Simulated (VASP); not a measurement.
Runs of VASP 6.6.1 on Ti. The structure is that of space group I4/mmm (No. 139), or close to it. The cells are those of the table. 

```csv
cell,gap on the mesh (eV),pressure (GPa)
"a = 2.761, b = 2.761, c = 2.621 Å, angles 106.8, 106.8, 116.9°, 1 atom",none,(b)
"a = 2.894, b = 2.894, c = 2.761 Å, angles 110.8, 110.8, 108.8°, 1 atom",none,-5.2
"a = 2.720, b = 2.720, c = 2.577 Å, angles 105.4, 105.4, 119.8°, 1 atom",none,23.2
"a = 2.690 Å, angles 106.8, 106.8, 115.1°, 1 atom",none,13.9
"a = 2.876 Å, angles 112.1, 112.1, 104.2°, 1 atom",none,(a)
"a = 2.648 Å, angles 105.4, 105.4, 118.0°, 1 atom",none,23.2
"a = 2.925 Å, angles 113.5, 113.5, 101.8°, 1 atom",none,-12.2
```

Alike in all rows: task single point; level PBEsol; potentials or basis VASP PAW PBE potentials, release 64 (Ti_sv); no spin polarisation; k mesh 20 × 20 × 20; cutoff (eV) 520; smearing gaussian 0.15 eV.

Q: Fill in the values left out.

A: (a) -9.1; (b) 14.0.

Caveats: the PAW data sets were made with another functional, which shifts forces and pressure a little.

A gap of «none» marks levels without a gap at the run's occupations.
